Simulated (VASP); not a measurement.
# Pb (Fm-3m) in VASP: notebook

Pb is run at these levels: PBEsol; tasks: single point.

Program: VASP 6.6.1. These are calculated values, not measurements. Logs are shortened: lines on timing, memory, paths and dates and some standing lists are left out, and cuts for length are marked.

### Step 1. The cell of the first run

It takes space group Fm-3m (No. 225, cubic). Conventional cell: a = 4.659 Å, b = 4.659 Å, c = 4.659 Å, α = 90.00°, β = 90.00°, γ = 90.00°. Pb (site symmetry m-3m) has 12 Pb at 3.29 Å within 4.3 Å.

### Step 2. Single point, PBEsol

The input, INCAR:

```
SYSTEM = Pb
ALGO     = Normal         ! electronic algorithm
EDIFF    = 1E-6           ! SCF threshold, eV
ENCUT    = 500            ! plane-wave cutoff, eV
GGA      = PS             ! functional
GGA_COMPAT= .FALSE.      
ISIF     = 2              ! what is computed and relaxed
ISMEAR   = 0              ! smearing method
LASPH    = .TRUE.         ! aspherical terms in the spheres
LCHARG   = .FALSE.        ! write CHGCAR
LREAL    = .FALSE.        ! projectors in reciprocal space
LWAVE    = .FALSE.        ! write WAVECAR
NBANDS   = 13             ! bands
NELM     = 120            ! most SCF steps
PREC     = Accurate       ! precision mode
SIGMA    = 0.1            ! smearing width, eV
```

The input, KPOINTS:

```
k-points
0
G
  16 16 16
  0 0 0
```

The input, POSCAR:

```
Pb
1.0
    0.0000000000      2.3296583746      2.3296583746
    2.3296583746      0.0000000000      2.3296583746
    2.3296583746      2.3296583746      0.0000000000
Pb
1
Direct
    0.0000000000      0.0000000000      0.0000000000
```

Potentials or basis: VASP PAW PBE potentials, release 64 (Pb_d).

The run is started by

```bash
$ cat potpaw_PBE.64/Pb_d/POTCAR > POTCAR
$ mpirun -np 1 vasp_std > vasp.out
```

OUTCAR:

```text
SYSTEM = Pb
   EDIFF = 1E-6
   ENCUT = 500
   GGA = PS
   ISIF = 2
   ISMEAR = 0
   LASPH = .TRUE.
   LREAL = .FALSE.
   NELM = 120
   PREC = Accurate

 ion  position               nearest neighbor table
   1  0.000  0.000  0.000-

  LATTYP: Found a face centered cubic cell.
 ALAT       =     4.6593167492

  Lattice vectors:

 A1 = (   0.0000000000,   2.3296583746,   2.3296583746)
 A2 = (   2.3296583746,   0.0000000000,   2.3296583746)
 A3 = (   2.3296583746,   2.3296583746,   0.0000000000)

Analysis of symmetry for initial positions (statically):
=====================================================================
 Subroutine PRICEL returns:
 Original cell was already a primitive cell.

 Routine SETGRP: Setting up the symmetry group for a
 face centered cubic supercell.

 Subroutine GETGRP returns: Found 48 space group operations
 (whereof 48 operations were pure point group operations)
 out of a pool of 48 trial point group operations.

The static configuration has the point symmetry O_h .

Analysis of symmetry for dynamics (positions and initial velocities):
=====================================================================
 Subroutine PRICEL returns:
 Original cell was already a primitive cell.

 Routine SETGRP: Setting up the symmetry group for a
 face centered cubic supercell.

 Subroutine GETGRP returns: Found 48 space group operations
 (whereof 48 operations were pure point group operations)
 out of a pool of 48 trial point group operations.

The dynamic configuration has the point symmetry O_h .

 Subroutine INISYM returns: Found 48 space group operations
 (whereof 48 operations are pure point group operations),
 and found     1 'primitive' translations

----------------------------------------------------------------------------------------

                                     Primitive cell

  volume of cell :      25.2875

  direct lattice vectors                    reciprocal lattice vectors
     0.000000000  2.329658375  2.329658375    -0.214623743  0.214623743  0.214623743
     2.329658375  0.000000000  2.329658375     0.214623743 -0.214623743  0.214623743
     2.329658375  2.329658375  0.000000000     0.214623743  0.214623743 -0.214623743

  length of vectors
     3.294634469  3.294634469  3.294634469     0.371739227  0.371739227  0.371739227

[... 83 lines left out ...]
   NFREE  =      0    steps in history (QN), initial steepest desc. (CG)
   ISIF   =      2    stress and relaxation
   ISYM   =      2    0-nonsym 1-usesym 2-fastsym
   POTIM  = 0.5000    time-step for ionic-motion
   TEBEG  =    0.0;   TEEND  =   0.0 temperature during run
   PSTRESS=    0.0 pullay stress
   NELECT =      14.0000    total number of electrons
   NUPDOWN=      -1.0000    fix difference up-down
   EMIN   =  10.00;   EMAX   =-10.00  energy-range for DOS
   EFERMI =   0.00;   METHOD = LEGACY
   ISMEAR =     0;   SIGMA  =   0.10  broadening in eV -4-tet -1-fermi 0-gaus
   EFERMI_NEDOS =   21; number of points for ismear=-14 and -15
   IALGO  =     38    algorithm
   IMIX   =      4    mixing-type and parameters
     AMIX     =   0.40;   BMIX     =  1.00
     AMIX_MAG =   1.60;   BMIX_MAG =  1.00
  volume/ion in A,a.u.               =      25.29       170.65
  Fermi-wavevector in a.u.,A,eV,Ry     =   1.344256  2.540275 24.586052  1.807024
  Thomas-Fermi vector in A             =   2.472264
   LORBIT       =      0    0 simple, 1 ext, 2 COOP (PROOUT), +10 PAW based schemes
   GGA     = PS    functional components
   LHFCALC =     F    Hartree Fock is set to
   AEXX    =    0.0000 exact exchange contribution
   IVDW    =     0    specifies the selected vdW correction
   LEPSILON=     F    determine dielectric tensor
   LRPA    =     F    only Hartree local field effects (RPA)
 non-spin polarized calculation
 Gauss-broadening in eV      SIGMA  =   0.10
  energy-cutoff  :      500.00
  volume of cell :       25.29
 maximum number of plane-waves:       660
   NGX = 13   NGY = 13   NGZ = 13

 number of electron      13.9999996 magnetization

 Free energy of the ion-electron system (eV)
  ---------------------------------------------------
  ext. energy  EPLUGINS =         0.00000000
  ---------------------------------------------------
  free energy    TOTEN  =        -3.84655230 eV

  energy without entropy =       -3.84404695  energy(sigma->0) =       -3.84529963

 E-fermi :   9.4237     XC(G=0): -11.2453

 val. band max:        9.3577398574   @ k =   0.3750   0.1875   0.0625
 cond. band min:       9.4382303383   @ k =  -0.2500   0.5000   0.2500
 fundamental gap:      0.0804904808
 Fermi energy:         9.4236505060

 k-point     1 :       0.0000    0.0000    0.0000
  band No.  band energies     occupation
      1      -7.8623      2.00000
      2      -7.8623      2.00000
      3      -7.8623      2.00000
      4      -7.6185      2.00000
      5      -7.6185      2.00000
      6      -3.8306      2.00000
      7      18.2241      0.00000
      8      18.2241      0.00000
      9      18.2241      0.00000
     10      19.1275      0.00000
     11      22.9675      0.00000
     12      23.2688      0.00000
     13      23.2688      0.00000
[... 354 lines left out ...]
  band No.  band energies     occupation
      1      -7.8694      2.00000
      2      -7.8408      2.00000
      3      -7.8313      2.00000
      4      -7.6312      2.00000
      5      -7.6104      2.00000
      6      -3.5894      2.00000
      7      16.1754      0.00000
      8      16.8983      0.00000
      9      18.4038      0.00000
     10      19.2160      0.00000
     11      22.8787      0.00000
     12      23.3251      0.00000
     13      24.0611      0.00000

 [... further k-points ...]

------------------------ aborting loop because EDIFF is reached ----------------------------------------

  FORCE on cell =-STRESS in cart. coord.  units (eV):
  Direction    XX          YY          ZZ          XY          YZ          ZX
  --------------------------------------------------------------------------------------
  -------------------------------------------------------------------------------------
  Total        1.9610639      1.9610639      1.9610639      0.0000000     -0.0000000      0.0000000
  in kB      124.2497749    124.2497749    124.2497749      0.0000000     -0.0000000      0.0000000
  external PRESSURE =     124.2497749 kB  Pullay stress =       0.0000000 kB

 VOLUME and BASIS-vectors are now :
 -----------------------------------------------------------------------------
  energy-cutoff  :      500.00
  volume of cell :       25.29
      direct lattice vectors                 reciprocal lattice vectors
     0.000000000  2.329658375  2.329658375    -0.214623743  0.214623743  0.214623743
     2.329658375  0.000000000  2.329658375     0.214623743 -0.214623743  0.214623743
     2.329658375  2.329658375  0.000000000     0.214623743  0.214623743 -0.214623743

 POSITION                                       TOTAL-FORCE (eV/Angst)
 -----------------------------------------------------------------------------------
      0.00000      0.00000      0.00000         0.000000      0.000000      0.000000
 -----------------------------------------------------------------------------------
    total drift:                               -0.000000      0.000000      0.000000

  FREE ENERGIE OF THE ION-ELECTRON SYSTEM (eV)
  ---------------------------------------------------
  free  energy   TOTEN  =        -3.8465523007 eV

  energy  without entropy=       -3.8440469499  energy(sigma->0) =       -3.84529963
```

It took 8.9 s on 1 thread of Intel Xeon 6975P-C (Granite Rapids), shared host; peak memory 0.16 GiB.

Results:

- Free energy: -3.8466 eV
- Pressure: 12.4 GPa
- Band gap on the k mesh: zero (bands 7 and 8 overlap by 10.98 eV)

Caveat: the cell stands under pressure; the PAW data sets were made with another functional, which shifts forces and pressure a little; spin-orbit coupling is left out, which moves the levels of the heavy elements.

### Step 3. Single point, PBEsol

This run uses another cell than the first one, of 26.70 Å³/atom.

The input, INCAR:

```
PREC = Accurate
ENCUT = 500
EDIFF = 1E-6
ISMEAR = 0
SIGMA = 0.1
LREAL = F
LASPH = T
NELM = 120
ALGO = Normal
ISIF = 2
LWAVE = F
LCHARG = T
GGA = PS
LELF = T
LVHAR = T
NBANDS = 13
GGA_COMPAT = F
```

The input, KPOINTS:

```
Automatic mesh
0
Gamma
  16 16 16
```

The input, POSCAR:

```
Pb
1.0
    0.0000000000      2.3722575673      2.3722575673
    2.3722575673      0.0000000000      2.3722575673
    2.3722575673      2.3722575673      0.0000000000
Pb
1
Direct
    0.0000000000      0.0000000000      0.0000000000
```

Potentials or basis: VASP PAW PBE potentials, release 64 (Pb_d).

The run is started by

```bash
$ cat potpaw_PBE.64/Pb_d/POTCAR > POTCAR
$ mpirun -np 1 vasp_std > vasp.out
```

Run time: 9.4 s. Hardware: 1 thread of Intel Xeon 6975P-C (Granite Rapids), shared host; peak memory 0.16 GiB.

The run converged. Its results:

```
Free energy            : -3.9338 eV
Pressure               : 7.4 GPa
Band gap on the k mesh : zero (bands 7 and 8 overlap by 10.42 eV)
```

Levels at points of the mesh, in eV from the Fermi level:
```csv
k point,band 3,band 4,band 5,band 6,band 7,band 8,band 9,band 10,band 11,band 12
"(0.00, 0.00, 0.00)",-17.18,-16.97,-16.97,-12.77,8.38,8.38,8.38,9.74,12.89,13.41
"(0.50, 0.00, 0.00)",-17.16,-16.78,-16.78,-8.33,-4.96,6.24,6.24,9.21,10.63,11.94
"(0.50, 0.50, 0.00)",-16.79,-16.73,-16.73,-6.59,-3.89,2.10,2.10,5.72,7.02,18.91
```

Caveat: the cell stands under pressure; the PAW data sets were made with another functional, which shifts forces and pressure a little; spin-orbit coupling is left out, which moves the levels of the heavy elements.

### Step 4. Single point, PBEsol

This run uses another cell than the first one, of 28.41 Å³/atom.

The input, INCAR:

```
SYSTEM = Pb
ALGO = Normal ; EDIFF = 1E-6
ENCUT = 500 ; GGA = PS
GGA_COMPAT = .FALSE. ; ISIF = 2
ISMEAR = 0 ; LASPH = .TRUE.
LCHARG = .TRUE. ; LELF = .TRUE.
LREAL = .FALSE. ; LVHAR = .TRUE.
LWAVE = .FALSE. ; NBANDS = 13
NELM = 120 ; PREC = Accurate
SIGMA = 0.1
```

The input, KPOINTS:

```
k-points
0
G
  16 16 16
  0 0 0
```

The input, POSCAR:

```
Pb
1.0
    0.0000000000      2.4219642715      2.4219642715
    2.4219642715      0.0000000000      2.4219642715
    2.4219642715      2.4219642715      0.0000000000
Pb
1
Direct
    0.0000000000      0.0000000000      0.0000000000
```

Potentials or basis: VASP PAW PBE potentials, release 64 (Pb_d).

The run is started by

```bash
$ cat potpaw_PBE.64/Pb_d/POTCAR > POTCAR
$ mpirun -np 1 vasp_std > vasp.out
```

OUTCAR:

```text
SYSTEM = Pb
   EDIFF = 1E-6
   ENCUT = 500
   GGA = PS
   ISIF = 2
   ISMEAR = 0
   LASPH = .TRUE.
   LREAL = .FALSE.
   NELM = 120
   PREC = Accurate

 ion  position               nearest neighbor table
   1  0.000  0.000  0.000-

  LATTYP: Found a face centered cubic cell.
 ALAT       =     4.8439285430

  Lattice vectors:

 A1 = (   0.0000000000,   2.4219642715,   2.4219642715)
 A2 = (   2.4219642715,   0.0000000000,   2.4219642715)
 A3 = (   2.4219642715,   2.4219642715,   0.0000000000)

Analysis of symmetry for initial positions (statically):
=====================================================================
 Subroutine PRICEL returns:
 Original cell was already a primitive cell.

 Routine SETGRP: Setting up the symmetry group for a
 face centered cubic supercell.

 Subroutine GETGRP returns: Found 48 space group operations
 (whereof 48 operations were pure point group operations)
 out of a pool of 48 trial point group operations.

The static configuration has the point symmetry O_h .

Analysis of symmetry for dynamics (positions and initial velocities):
=====================================================================
 Subroutine PRICEL returns:
 Original cell was already a primitive cell.

 Routine SETGRP: Setting up the symmetry group for a
 face centered cubic supercell.

 Subroutine GETGRP returns: Found 48 space group operations
 (whereof 48 operations were pure point group operations)
 out of a pool of 48 trial point group operations.

The dynamic configuration has the point symmetry O_h .

 Subroutine INISYM returns: Found 48 space group operations
 (whereof 48 operations are pure point group operations),
 and found     1 'primitive' translations

----------------------------------------------------------------------------------------

                                     Primitive cell

  volume of cell :      28.4141

[... 111 lines left out ...]
   GGA     = PS    functional components
   LHFCALC =     F    Hartree Fock is set to
   AEXX    =    0.0000 exact exchange contribution
   IVDW    =     0    specifies the selected vdW correction
   LEPSILON=     F    determine dielectric tensor
   LRPA    =     F    only Hartree local field effects (RPA)
 non-spin polarized calculation
 Gauss-broadening in eV      SIGMA  =   0.10
  energy-cutoff  :      500.00
  volume of cell :       28.41
 maximum number of plane-waves:       736
 NGX is ok and might be reduce to    28
   NGX = 13   NGY = 13   NGZ = 13

 number of electron      14.0000001 magnetization

 Free energy of the ion-electron system (eV)
  ---------------------------------------------------
  ext. energy  EPLUGINS =         0.00000000
  ---------------------------------------------------
  free energy    TOTEN  =        -3.98861950 eV

  energy without entropy =       -3.98666344  energy(sigma->0) =       -3.98764147

 E-fermi :   7.9013     XC(G=0): -10.6576

 val. band max:        7.8575135784   @ k =  -0.4375   0.3750   0.1875
 cond. band min:       7.9619227255   @ k =  -0.3750   0.2500   0.0000
 fundamental gap:      0.1044091471
 Fermi energy:         7.9013129114

 k-point     1 :       0.0000    0.0000    0.0000
  band No.  band energies     occupation
      1      -9.1915      2.00000
      2      -9.1915      2.00000
      3      -9.1915      2.00000
      4      -9.0184      2.00000
      5      -9.0184      2.00000
      6      -4.3788      2.00000
      7      15.7841      0.00000
      8      15.7841      0.00000
      9      15.7841      0.00000
     10      17.6471      0.00000
     11      20.0030      0.00000
     12      20.8257      0.00000
     13      20.8257      0.00000
[... 354 lines left out ...]
  band No.  band energies     occupation
      1      -9.1954      2.00000
      2      -9.1760      2.00000
      3      -9.1686      2.00000
      4      -9.0270      2.00000
      5      -9.0122      2.00000
      6      -4.1641      2.00000
      7      13.8896      0.00000
      8      14.7017      0.00000
      9      15.8932      0.00000
     10      17.5329      0.00000
     11      20.4290      0.00000
     12      20.9027      0.00000
     13      21.5998      0.00000

 [... further k-points ...]

------------------------ aborting loop because EDIFF is reached ----------------------------------------

  FORCE on cell =-STRESS in cart. coord.  units (eV):
  Direction    XX          YY          ZZ          XY          YZ          ZX
  --------------------------------------------------------------------------------------
  -------------------------------------------------------------------------------------
  Total        0.5178988      0.5178988      0.5178988     -0.0000000     -0.0000000      0.0000000
  in kB       29.2026536     29.2026536     29.2026536     -0.0000000     -0.0000000      0.0000000
  external PRESSURE =      29.2026536 kB  Pullay stress =       0.0000000 kB

 VOLUME and BASIS-vectors are now :
 -----------------------------------------------------------------------------
  energy-cutoff  :      500.00
  volume of cell :       28.41
      direct lattice vectors                 reciprocal lattice vectors
     0.000000000  2.421964271  2.421964271    -0.206444003  0.206444003  0.206444003
     2.421964271  0.000000000  2.421964271     0.206444003 -0.206444003  0.206444003
     2.421964271  2.421964271  0.000000000     0.206444003  0.206444003 -0.206444003

 POSITION                                       TOTAL-FORCE (eV/Angst)
 -----------------------------------------------------------------------------------
      0.00000      0.00000      0.00000        -0.000000      0.000000     -0.000000
 -----------------------------------------------------------------------------------
    total drift:                               -0.000000     -0.000000     -0.000000

  FREE ENERGIE OF THE ION-ELECTRON SYSTEM (eV)
  ---------------------------------------------------
  free  energy   TOTEN  =        -3.9886195049 eV

  energy  without entropy=       -3.9866634419  energy(sigma->0) =       -3.98764147
```

OSZICAR:

```text
N       E                     dE             d eps       ncg     rms          rms(c)
DAV:   1     0.105266534321E+03    0.10527E+03   -0.70214E+03  3823   0.125E+03
DAV:   2     0.928969514548E+00   -0.10434E+03   -0.10103E+03  3930   0.307E+02
DAV:   3    -0.389685231743E+01   -0.48258E+01   -0.48103E+01  4731   0.722E+01
DAV:   4    -0.400384711338E+01   -0.10699E+00   -0.10697E+00  4599   0.113E+01
DAV:   5    -0.400844891441E+01   -0.46018E-02   -0.46016E-02  5172   0.223E+00    0.650E-01
DAV:   6    -0.399294107052E+01    0.15508E-01   -0.19186E-02  4823   0.254E+00    0.301E-01
DAV:   7    -0.398890655265E+01    0.40345E-02   -0.78256E-03  4900   0.150E+00    0.898E-02
DAV:   8    -0.398862316655E+01    0.28339E-03   -0.45769E-04  5925   0.358E-01    0.986E-03
DAV:   9    -0.398861992164E+01    0.32449E-05   -0.81923E-06  4883   0.550E-02    0.450E-03
DAV:  10    -0.398861950493E+01    0.41671E-06   -0.45791E-07  3150   0.675E-03
   1 F= -.39886195E+01 E0= -.39876415E+01  d E =-.195606E-02
```

It took 18 s on 1 thread of Intel Xeon 6975P-C (Granite Rapids), shared host; peak memory 0.19 GiB.

Results:

| Quantity | Value |
| --- | --- |
| Free energy | -3.9886 eV |
| Pressure | 2.9 GPa |
| Band gap on the k mesh | zero (bands 7 and 8 overlap by 9.78 eV) |

Caveat: the PAW data sets were made with another functional, which shifts forces and pressure a little; spin-orbit coupling is left out, which moves the levels of the heavy elements.

### Step 5. The runs side by side

```csv
cell,gap on the mesh (eV),pressure (GPa)
"a = 3.295 Å, angles 60.0°, 1 atom",none,12.4
"a = 3.355 Å, angles 60.0°, 1 atom",none,7.4
"a = 3.425 Å, angles 60.0°, 1 atom",none,2.9
```

Alike in all rows: task single point; level PBEsol; potentials or basis VASP PAW PBE potentials, release 64 (Pb_d); no spin polarisation; k mesh 16 × 16 × 16; cutoff (eV) 500; smearing gaussian 0.1 eV.

Caveats: the PAW data sets were made with another functional, which shifts forces and pressure a little; spin-orbit coupling is left out, which moves the levels of the heavy elements; the cell stands under pressure (at least some runs).

Total energies depend on the potentials used, so only differences within one code and one set of settings carry meaning.

The gap in the log of VASP goes by the Fermi energy; the results here count the filled bands.